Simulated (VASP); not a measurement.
## P: single point with LDA

P:

```
CELL_PARAMETERS angstrom
4.34058 0.00000 0.00000
-2.17029 3.75906 0.00000
0.00000 0.00000 11.07183
ATOMIC_POSITIONS crystal
P 0.00000 0.00000 0.00000
```

- Program: VASP 6.6.1
- Task: single point
- Functional: LDA
- Potentials or basis: VASP PAW LDA potentials, release 64 (P)
- Cutoff: 520 eV
- k mesh: 6 × 6 × 2
- Occupations: fermi-dirac, width 0.1 eV
- Spin: no spin polarisation
- Dipole correction: no
- Further INCAR settings: ALGO = Normal; EDIFF = 1e-06; NBANDS = 8

- Pressure: -1.4 GPa

Stress tensor (GPa, compression positive):
```
-2.17  0.00  0.00
 0.00 -2.17  0.00
 0.00  0.00  0.00
```

Levels at points of the mesh, in eV from the Fermi level:
```tsv
k point	band 1	band 2	band 3	band 4	band 5
(0.00, 0.00, 0.00)	-8.74	-0.33	0.72	0.72	4.71
(0.50, 0.00, 0.00)	-8.46	-0.92	0.09	0.37	6.47
(0.00, 0.00, 0.50)	-8.74	-0.33	0.72	0.72	4.85
(0.50, 0.00, 0.50)	-8.46	-0.92	0.09	0.37	6.49
```

It took 44 s on 1 thread of AMD EPYC 7R13 (shared host), peak memory 0.17 GiB.
